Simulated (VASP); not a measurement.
# Na (P1) in VASP: further runs, part 2 of 2

VASP 6.6.1.

## Step 3: Single point, PBEsol

Input file INCAR:

```
PREC     = Accurate       # precision mode
ENCUT    = 520            # plane-wave cutoff, eV
EDIFF    = 1E-6           # SCF threshold, eV
ISMEAR   = -1             # smearing method
SIGMA    = 0.1551         # smearing width, eV
LREAL    = Auto         
LASPH    = True           # aspherical terms in the spheres
NELM     = 60             # most SCF steps
ALGO     = Normal         # electronic algorithm
ISIF     = 2              # what is computed and relaxed
LWAVE    = False          # write WAVECAR
LCHARG   = False          # write CHGCAR
GGA      = PS             # functional
NBANDS   = 70             # bands
```

Input file KPOINTS:

```
Automatic mesh
0
Gamma
  2 2 2
  0.5 0.5 0.5
```

Input file POSCAR:

```
Na
1.0
   -7.7251790000      0.0000000000      5.3946760000
    7.7251790000      0.0000000000      5.3946760000
    0.0000000000      7.7251790000     -5.3946760000
Na
16
Direct
    0.0496850789      0.0285385139      0.0294039789
    0.7302386418     -0.0027240507      0.1203845244
    0.4750196706      0.0030579205      0.4891764968
    0.3515284835      0.0295693419      0.7645438378
    0.8453947679      0.3272479392      0.0059719005
    0.4403108132      0.1340238003      0.2216834069
    0.1866671169      0.2422822683      0.5077144491
   -0.0481463248      0.2184410255      0.7127076279
    0.5297359208      0.5672733035      0.0355745802
    0.2282581431      0.5742294144      0.2947675387
   -0.1480900957      0.3332968081      0.4582790897
    0.3153330696      0.7589766408      0.1016879997
    0.0237735584      0.8077937087      0.2746342836
    0.7007575851      0.4656251694      0.8100088037
    0.7477232863      0.7225630926      0.5344118240
    0.5033851211      0.6824679618      0.7285053201
```

Potentials or basis: VASP PAW PBE potentials, release 64 (Na_pv).

Launch:

```console
$ cat potpaw_PBE.64/Na_pv/POTCAR > POTCAR
$ mpirun -np 1 vasp_std > vasp.out
```

OUTCAR:

```text
PREC = Accurate
   ENCUT = 520
   EDIFF = 1E-6
   ISMEAR = -1
   LREAL = Auto
   LASPH = True
   NELM = 60
   ISIF = 2
   GGA = PS

 ion  position               nearest neighbor table
   1  0.050  0.029  0.029-
   2  0.730  0.997  0.120-
   3  0.475  0.003  0.489-
   4  0.352  0.030  0.765-
   5  0.845  0.327  0.006-
   6  0.440  0.134  0.222-
[... 8 lines left out ...]
  15  0.748  0.723  0.534-
  16  0.503  0.682  0.729-

  LATTYP: Found a body centered tetragonal cell.
 ALAT       =    10.9250529136
 C/A-ratio  =     0.9875789239

  Lattice vectors:

 A1 = (  -7.7251790000,   0.0000000000,   5.3946760000)
 A2 = (   7.7251790000,   0.0000000000,   5.3946760000)
 A3 = (   0.0000000000,   7.7251790000,  -5.3946760000)

Analysis of symmetry for initial positions (statically):
=====================================================================
 Subroutine PRICEL returns:
 Original cell was already a primitive cell.

 Routine SETGRP: Setting up the symmetry group for a
 body centered tetragonal supercell.

 Subroutine GETGRP returns: Found  1 space group operations
 (whereof  1 operations were pure point group operations)
 out of a pool of 16 trial point group operations.

The static configuration has the point symmetry C_1 .

Analysis of symmetry for dynamics (positions and initial velocities):
=====================================================================
 Subroutine PRICEL returns:
 Original cell was already a primitive cell.

 Routine SETGRP: Setting up the symmetry group for a
 body centered tetragonal supercell.

 Subroutine GETGRP returns: Found  1 space group operations
 (whereof  1 operations were pure point group operations)
 out of a pool of 16 trial point group operations.

The dynamic configuration has the point symmetry C_1 .

 Subroutine INISYM returns: Found  1 space group operations
 (whereof  1 operations are pure point group operations),
 and found     1 'primitive' translations

----------------------------------------------------------------------------------------

                                     Primitive cell

  volume of cell :     643.8912

  direct lattice vectors                    reciprocal lattice vectors
    -7.725179000  0.000000000  5.394676000    -0.064723419  0.064723419  0.092683972
     7.725179000  0.000000000  5.394676000     0.064723419  0.064723419  0.092683972
     0.000000000  7.725179000 -5.394676000     0.000000000  0.129446839  0.000000000

  length of vectors
     9.422362747  9.422362747  9.422362747     0.130263428  0.130263428  0.129446839

  position of ions in fractional coordinates (direct lattice)
     0.049685079  0.028538514  0.029403979
     0.730238642  0.997275949  0.120384524
     0.475019671  0.003057920  0.489176497
     0.351528483  0.029569342  0.764543838
     0.845394768  0.327247939  0.005971901
     0.440310813  0.134023800  0.221683407
[... 8 lines left out ...]
     0.747723286  0.722563093  0.534411824
[... 37 lines left out ...]
     0.065131714  0.065131714  0.064723419

  Shift w.r.t. Gamma in fractional coordinates (k-lattice)
     0.500000000  0.500000000  0.500000000

 Subroutine IBZKPT returns following result:
 ===========================================

 Found      4 irreducible k-points:

 Following reciprocal coordinates:
            Coordinates               Weight
  0.250000  0.250000  0.250000      2.000000
 -0.250000  0.250000  0.250000      2.000000
  0.250000 -0.250000  0.250000      2.000000
 -0.250000 -0.250000  0.250000      2.000000
   k-points           NKPTS =      4   k-points in BZ     NKDIM =      4   number of bands    NBANDS=     70
   number of dos      NEDOS =    301   number of ions     NIONS =     16
   total plane-waves  NPLWV = 343000
   dimension x,y,z NGX =    70 NGY =   70 NGZ =   70
   dimension x,y,z NGXF=   140 NGYF=  140 NGZF=  140
   ions per type =              16
   NGX,Y,Z   is equivalent  to a cutoff of  12.35, 12.35, 12.35 a.u.
   NGXF,Y,Z  is equivalent  to a cutoff of  24.70, 24.70, 24.70 a.u.
 SYSTEM =  unknown system
   PREC   = accura    normal or accurate (medium, high low for compatibility)
   ISTART =      0    job   : 0-new  1-cont  2-samecut
   ICHARG =      2    charge: 1-file 2-atom 10-const
   ISPIN  =      1    spin polarized calculation?
   LNONCOLLINEAR =      F non collinear calculations
   LSORBIT =      F    spin-orbit coupling
   LASPH  =      T    aspherical Exc in radial PAW
   ENCUT  =  520.0 eV  38.22 Ry    6.18 a.u.  17.52 17.52 17.52*2*pi/ulx,y,z
   NELM   =     60;   NELMIN=  2; NELMDL= -5     # of ELM steps
   EDIFF  = 0.1E-05   stopping-criterion for ELM
   LREAL  =      T    real-space projection
   EDIFFG = 0.1E-04   stopping-criterion for IOM
   NSW    =      0    number of steps for IOM
   IBRION =     -1    ionic relax: 0-MD 1-quasi-New 2-CG
   NFREE  =      0    steps in history (QN), initial steepest desc. (CG)
   ISIF   =      2    stress and relaxation
   ISYM   =      2    0-nonsym 1-usesym 2-fastsym
   POTIM  = 0.5000    time-step for ionic-motion
   TEBEG  =    0.0;   TEEND  =   0.0 temperature during run
   PSTRESS=    0.0 pullay stress
   NELECT =     112.0000    total number of electrons
   NUPDOWN=      -1.0000    fix difference up-down
   EMIN   =  10.00;   EMAX   =-10.00  energy-range for DOS
   EFERMI =   0.00;   METHOD = LEGACY
   ISMEAR =    -1;   SIGMA  =   0.16  broadening in eV -4-tet -1-fermi 0-gaus
   EFERMI_NEDOS =   21; number of points for ismear=-14 and -15
   IALGO  =     38    algorithm
   IMIX   =      4    mixing-type and parameters
     AMIX     =   0.40;   BMIX     =  1.00
     AMIX_MAG =   1.60;   BMIX_MAG =  1.00
  volume/ion in A,a.u.               =      40.24       271.57
  Fermi-wavevector in a.u.,A,eV,Ry     =   0.913854  1.726933 11.362615  0.835129
  Thomas-Fermi vector in A             =   2.038413
   LORBIT       =      0    0 simple, 1 ext, 2 COOP (PROOUT), +10 PAW based schemes
   GGA     = PS    functional components
   LHFCALC =     F    Hartree Fock is set to
   AEXX    =    0.0000 exact exchange contribution
   IVDW    =     0    specifies the selected vdW correction
   LEPSILON=     F    determine dielectric tensor
   LRPA    =     F    only Hartree local field effects (RPA)
 non-spin polarized calculation
  energy-cutoff  :      520.00
  volume of cell :      643.89
 maximum number of plane-waves:     17372
 NGX is ok and might be reduce to    70
   NGX = 35   NGY = 35   NGZ = 35

 number of electron     111.9999981 magnetization

 Free energy of the ion-electron system (eV)
  ---------------------------------------------------
  ext. energy  EPLUGINS =         0.00000000
  ---------------------------------------------------
  free energy    TOTEN  =       -19.89808913 eV

  energy without entropy =      -19.01674105  energy(sigma->0) =      -19.45741509

 E-fermi :   0.0565     XC(G=0):  -6.2378

 val. band max:        0.0206742654   @ k =  -0.2500   0.2500   0.2500
 cond. band min:       0.0724541876   @ k =   0.2500   0.2500   0.2500
 fundamental gap:      0.0517799222
 Fermi energy:         0.0565085040

 k-point     1 :       0.2500    0.2500    0.2500
  band No.  band energies     occupation
      1     -25.0375      2.00000
      2     -25.0255      2.00000
      3     -25.0174      2.00000
      4     -25.0167      2.00000
      5     -25.0059      2.00000
      6     -25.0041      2.00000
[... 273 lines left out ...]
     67       2.3943      0.00000
     68       2.4452      0.00000
 [bands above 68 left out]

------------------------ aborting loop because EDIFF is reached ----------------------------------------

  FORCE on cell =-STRESS in cart. coord.  units (eV):
  Direction    XX          YY          ZZ          XY          YZ          ZX
  --------------------------------------------------------------------------------------
  -------------------------------------------------------------------------------------
  Total        2.5143958      2.6161168      1.4125934     -0.4140456     -0.7159733      0.3445111
  in kB        6.2565044      6.5096141      3.5149186     -1.0302586     -1.7815374      0.8572378
  external PRESSURE =       5.4270124 kB  Pullay stress =       0.0000000 kB

 VOLUME and BASIS-vectors are now :
 -----------------------------------------------------------------------------
  energy-cutoff  :      520.00
  volume of cell :      643.89
      direct lattice vectors                 reciprocal lattice vectors
    -7.725179000  0.000000000  5.394676000    -0.064723419  0.064723419  0.092683972
     7.725179000  0.000000000  5.394676000     0.064723419  0.064723419  0.092683972
     0.000000000  7.725179000 -5.394676000     0.000000000  0.129446839  0.000000000

 POSITION                                       TOTAL-FORCE (eV/Angst)
 -----------------------------------------------------------------------------------
     -0.16336      0.22715      0.26337         0.102133     -0.238312     -0.013851
      2.06291      0.92999      8.66995        -0.026937      0.081795     -0.085952
     -3.64599      3.77898     -0.05988        -0.172105      0.391927      0.175965
     -2.48719      5.90624     -2.06857         0.130622      0.180002     -0.241355
     -4.00278      0.04613      6.29381        -0.148409      0.199655     -0.484376
     -2.36612      1.71254      1.90244         0.411489      0.046748      0.471789
[... 8 lines left out ...]
     -0.19437      4.12843      5.04874        -0.048771     -0.097176      0.111191
      1.38345      5.62783      2.46724         0.276107     -0.138349      0.044520
 -----------------------------------------------------------------------------------
    total drift:                                0.000410      0.003422      0.000205

  FREE ENERGIE OF THE ION-ELECTRON SYSTEM (eV)
  ---------------------------------------------------
  free  energy   TOTEN  =       -19.8980891338 eV

  energy  without entropy=      -19.0167410499  energy(sigma->0) =      -19.45741509
```

It took 5.6 min on 1 thread of Intel Xeon 8259CL, shared host; peak memory 0.68 GiB.

What came out:

```yaml
Free_energy: -19.8981 eV
Pressure: 0.5 GPa
Largest_force: 0.712 eV/Å
Band_gap_on_the_k_mesh: zero (bands 56 and 57 overlap by 0.36 eV)
```

Forces on the atoms (eV/Å):
```
Na   0.102 -0.238 -0.014
Na  -0.027  0.082 -0.086
Na  -0.172  0.392  0.176
Na   0.131  0.180 -0.241
Na  -0.148  0.200 -0.484
Na   0.411  0.047  0.472
Na  -0.147 -0.007  0.176
Na  -0.355  0.243 -0.146
Na  -0.171  0.154 -0.359
Na  -0.421  0.276 -0.299
Na   0.353  0.061  0.471
Na   0.021 -0.709 -0.059
Na   0.091 -0.030 -0.155
Na   0.106 -0.414  0.394
Na  -0.049 -0.097  0.111
Na   0.276 -0.138  0.045
```

Stress tensor (GPa, compression positive):
```
 0.63 -0.10  0.09
-0.10  0.65 -0.18
 0.09 -0.18  0.35
```

Levels at points of the mesh, in eV from the Fermi level:
```csv
k point,band 53,band 54,band 55,band 56,band 57,band 58,band 59,band 60,band 61,band 62
"(0.25, 0.25, 0.25)",0.02,0.13,0.16,0.22,0.29,0.38,0.42,0.53,0.58,0.68
```

Caveat: the k points lie up to 0.41 Å⁻¹ apart; the atoms stand as in a frame of molecular dynamics; the PAW data sets were made with another functional, which shifts forces and pressure a little.
